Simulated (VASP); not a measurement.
Here is a VASP 6.6.1 calculation.

File INCAR:

```
SYSTEM = CsSnI3
ALGO = Normal
EDIFF = 1E-6
ENCUT = 520
GGA = PS
ISIF = 2
ISMEAR = 0
LASPH = .TRUE.
LCHARG = .TRUE.
LELF = .TRUE.
LREAL = .FALSE.
LVHAR = .TRUE.
LWAVE = .FALSE.
NBANDS = 30
NELM = 80
PREC = Accurate
SIGMA = 0.1
```

The input KPOINTS:

```
k-points
0
G
  8 8 8
  0 0 0
```

Contents of POSCAR:

```
CsSnI3
1.0
    4.9814178339      0.0000000000      0.0000000000
    0.0000000000      4.9814178339      0.0000000000
    0.0000000000      0.0000000000      4.9814178339
Cs Sn I
1 1 3
Direct
    0.0000000000      0.0000000000      0.0000000000
    0.5000000000      0.5000000000      0.5000000000
    0.0000000000      0.5000000000      0.5000000000
    0.5000000000      0.0000000000      0.5000000000
    0.5000000000      0.5000000000      0.0000000000
```

Potentials or basis: VASP PAW PBE potentials, release 64 (Cs_sv, Sn_d, I).

Run with:

```console
$ cat potpaw_PBE.64/Cs_sv/POTCAR potpaw_PBE.64/Sn_d/POTCAR potpaw_PBE.64/I/POTCAR > POTCAR
$ mpirun -np 1 vasp_std > vasp.out
```

**Question.** Estimate the pressure.

**Answer.** 50.1 GPa.

**Question.** What does it give for the band gap on the k mesh?

**Answer.** Zero (bands 22 and 23 overlap by 0.57 eV).

Caveat: the cell stands under pressure; the PAW data sets were made with another functional, which shifts forces and pressure a little; spin-orbit coupling is left out, which moves the levels of the heavy elements.
